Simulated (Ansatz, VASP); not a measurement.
Co: VASP beside Ansatz

The input INCAR:

```
ALGO = Normal
EDIFF = 1E-7
ENCUT = 520
GGA = PE
ISIF = 2
ISMEAR = -1
LASPH = T
LCHARG = F
LREAL = F
LWAVE = F
NBANDS = 10
NELM = 100
PREC = Accurate
SIGMA = 0.05
```

Contents of KPOINTS:

```
k-points
0
Gamma
  21 21 21
```

POSCAR

```
Co
1.0
   -1.1651847624      1.1651847624      1.1651847624
    1.1651847624     -1.1651847624      1.1651847624
    1.1651847624      1.1651847624     -1.1651847624
Co
1
Direct
    0.0000000000      0.0000000000      0.0000000000
```

Input for Ansatz:

```yaml
crystal:
  lattice:
    - [-1.1651847624, 1.1651847624, 1.1651847624]
    - [1.1651847624, -1.1651847624, 1.1651847624]
    - [1.1651847624, 1.1651847624, -1.1651847624]
  atoms:
    - { symbol: Co, position: [0.0, 0.0, 0.0] }
kpoints:
  mp_grid: { grid: [21, 21, 21] }
scf:
  occupations: { method: fermi_dirac, width: 0.05 }
hamiltonian:
  xc: pbe
  pseudopotentials: { kind: all_electron, lapw: { basis_error: 0.001 } }
output:
  forces: true
  stress: true
  eigenvalues: true
  populations: true
```

Change from the starting cell: volume scaled by 0.6, LAPW.

Alike in both runs: task single point; functional PBE; k mesh 21 × 21 × 21; occupations fermi-dirac, width 0.05 eV; no spin polarisation.

|  | VASP | Ansatz |
| --- | --- | --- |
| version | VASP 6.6.1 | Ansatz 0.2.0 |
| potentials or method | VASP PAW PBE potentials, release 64 (Co), cutoff 520 eV | all-electron LAPW, scalar-relativistic |

Ansatz gave:

```
pressure (GPa) : 396.9
```

Q: What did VASP give for the same quantities?

A: Pressure (GPa): 393.4.

Both programs put the cell under a high pressure, so it lies far from rest at this level. Ansatz ran all-electron here, and VASP with PAW potentials.

Noted on VASP's run: the cell as given lies far from equilibrium.
